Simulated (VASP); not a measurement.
# Mg (Fm-3m) in VASP: a series of runs, part 2 of 2

VASP 6.6.1. The steps go on from the part before.

### 3 Electric field gradients, LDA (volume scaled by 1.02)

File INCAR:

```
SYSTEM = Mg
PREC = Accurate ; ENCUT = 520
EDIFF = 1E-8 ; ISMEAR = -1
SIGMA = 0.03 ; LREAL = .False.
LASPH = .True. ; NELM = 80
ALGO = Normal ; ISIF = 2
LWAVE = .False. ; LCHARG = .False.
LEFG = .True. ; NBANDS = 7
```

File KPOINTS:

```
Automatic mesh
0
Gamma
  16 16 16
  0 0 0
```

File POSCAR:

```
Mg
1.0
    0.0000000000      2.2591190557      2.2591190557
    2.2591190557      0.0000000000      2.2591190557
    2.2591190557      2.2591190557      0.0000000000
Mg
1
Direct
    0.0000000000      0.0000000000      0.0000000000
```

Potentials or basis: VASP PAW LDA potentials, release 64 (Mg).

On the command line:

```sh
> cat potpaw_LDA.64/Mg/POTCAR > POTCAR
> mpirun -np 1 vasp_std > vasp.out
```

OUTCAR:

```text
SYSTEM = Mg
   PREC = Accurate
   ENCUT = 520
   EDIFF = 1E-8
   ISMEAR = -1
   LREAL = .False.
   LASPH = .True.
   NELM = 80
   ISIF = 2

 ion  position               nearest neighbor table
   1  0.000  0.000  0.000-

  LATTYP: Found a face centered cubic cell.
 ALAT       =     4.5182381114

  Lattice vectors:

 A1 = (   0.0000000000,   2.2591190557,   2.2591190557)
 A2 = (   2.2591190557,   0.0000000000,   2.2591190557)
 A3 = (   2.2591190557,   2.2591190557,   0.0000000000)

Analysis of symmetry for initial positions (statically):
=====================================================================
 Subroutine PRICEL returns:
 Original cell was already a primitive cell.

 Routine SETGRP: Setting up the symmetry group for a
 face centered cubic supercell.

 Subroutine GETGRP returns: Found 48 space group operations
 (whereof 48 operations were pure point group operations)
 out of a pool of 48 trial point group operations.

The static configuration has the point symmetry O_h .

Analysis of symmetry for dynamics (positions and initial velocities):
=====================================================================
 Subroutine PRICEL returns:
 Original cell was already a primitive cell.

 Routine SETGRP: Setting up the symmetry group for a
 face centered cubic supercell.

 Subroutine GETGRP returns: Found 48 space group operations
 (whereof 48 operations were pure point group operations)
 out of a pool of 48 trial point group operations.

The dynamic configuration has the point symmetry O_h .

 Subroutine INISYM returns: Found 48 space group operations
 (whereof 48 operations are pure point group operations),
 and found     1 'primitive' translations

[... 142 lines left out ...]
 cond. band min:       2.4328184445   @ k =  -0.3750   0.4375   0.1250
 fundamental gap:      0.0616466325
 Fermi energy:         2.4218686447

 k-point     1 :       0.0000    0.0000    0.0000
  band No.  band energies     occupation
      1      -4.4542      2.00000
      2      14.7136      0.00000
      3      14.7136      0.00000
      4      14.7136      0.00000
      5      16.4825      0.00000
      6      16.4825      0.00000
      7      16.4825      0.00000
[... 221 lines left out ...]
 k-point    24 :      -0.0625    0.0625    0.0000
  band No.  band energies     occupation
      1      -4.2238      2.00000
      2      12.4204      0.00000
      3      13.1761      0.00000
      4      14.9371      0.00000
      5      16.6502      0.00000
      6      16.9604      0.00000
      7      17.5305      0.00000

 [... further k-points ...]
[... 5 lines left out ...]
  --------------------------------------------------------------------------------------
  -------------------------------------------------------------------------------------
  Total       -0.3295978     -0.3295978     -0.3295978      0.0000000      0.0000000      0.0000000
  in kB      -22.9006323    -22.9006323    -22.9006323      0.0000000      0.0000000      0.0000000
  external PRESSURE =     -22.9006323 kB  Pullay stress =       0.0000000 kB

 VOLUME and BASIS-vectors are now :
 -----------------------------------------------------------------------------
  energy-cutoff  :      520.00
  volume of cell :       23.06
      direct lattice vectors                 reciprocal lattice vectors
     0.000000000  2.259119056  2.259119056    -0.221325210  0.221325210  0.221325210
     2.259119056  0.000000000  2.259119056     0.221325210 -0.221325210  0.221325210
     2.259119056  2.259119056  0.000000000     0.221325210  0.221325210 -0.221325210

 POSITION                                       TOTAL-FORCE (eV/Angst)
 -----------------------------------------------------------------------------------
      0.00000      0.00000      0.00000         0.000000      0.000000     -0.000000
 -----------------------------------------------------------------------------------
    total drift:                                0.000000     -0.000000      0.000000

  FREE ENERGIE OF THE ION-ELECTRON SYSTEM (eV)
  ---------------------------------------------------
  free  energy   TOTEN  =        -1.7843795669 eV

  energy  without entropy=       -1.7827655078  energy(sigma->0) =       -1.78357254

 Electric field gradients (V/A^2)
---------------------------------------------------------------------
 ion       V_xx      V_yy      V_zz      V_xy      V_xz      V_yz
---------------------------------------------------------------------
   1      -0.000    -0.000    -0.000    -0.000    -0.000    -0.000
---------------------------------------------------------------------

 Electric field gradients after diagonalization (V/A^2)
 (convention: |V_zz| > |V_xx| > |V_yy|)
----------------------------------------------------------------------
 ion       V_xx      V_yy      V_zz     asymmetry (V_yy - V_xx)/ V_zz
----------------------------------------------------------------------
   1       0.000     0.000    -0.000       0.000
----------------------------------------------------------------------

           NMR quadrupolar parameters

 Cq : quadrupolar parameter    Cq=e*Q*V_zz/h
 eta: asymmetry parameters     (V_yy - V_xx)/ V_zz
 Q  : nuclear electric quadrupole moment in mb (millibarn)
----------------------------------------------------------------------
 ion       Cq(MHz)       eta       Q (mb)
----------------------------------------------------------------------
   1      -0.000       0.000       1.000
----------------------------------------------------------------------
```

OSZICAR:

```text
N       E                     dE             d eps       ncg     rms          rms(c)
DAV:   1    -0.109415242762E+01   -0.10942E+01   -0.77407E+02  2170   0.192E+02
DAV:   2    -0.179210907269E+01   -0.69796E+00   -0.67601E+00  2660   0.111E+01
DAV:   3    -0.179476697949E+01   -0.26579E-02   -0.26575E-02  2667   0.767E-01
DAV:   4    -0.179477039050E+01   -0.34110E-05   -0.34108E-05  3066   0.219E-02
DAV:   5    -0.179477039681E+01   -0.63128E-08   -0.61891E-08  2758   0.535E-04    0.641E-01
DAV:   6    -0.178894397753E+01    0.58264E-02   -0.54082E-04  2653   0.101E-01    0.407E-01
DAV:   7    -0.178438273972E+01    0.45612E-02   -0.18646E-03  2583   0.185E-01    0.218E-02
DAV:   8    -0.178437993718E+01    0.28025E-05   -0.89531E-06  3045   0.160E-02    0.470E-03
DAV:   9    -0.178437956727E+01    0.36990E-06   -0.22650E-07  2863   0.197E-03    0.570E-04
DAV:  10    -0.178437956687E+01    0.39842E-09   -0.13282E-09  2835   0.210E-04
   1 F= -.17843796E+01 E0= -.17835725E+01  d E =-.161406E-02
```

Wall time 7.6 s (1 thread of Intel Xeon Platinum 8375C at 2.90GHz (Ice Lake), shared host); peak memory 0.14 GiB.

What came out:

| Item | Value |
| --- | --- |
| Free energy | -1.7844 eV |
| Pressure | -2.3 GPa |
| Band gap on the k mesh | zero (band 1 reaches 3.88 eV, above the bottom of band 2 at 1.11 eV) |

Caveat: without QUAD_EFG the Cq values of the log hold for a quadrupole moment of 1 mb, not for the nuclei.
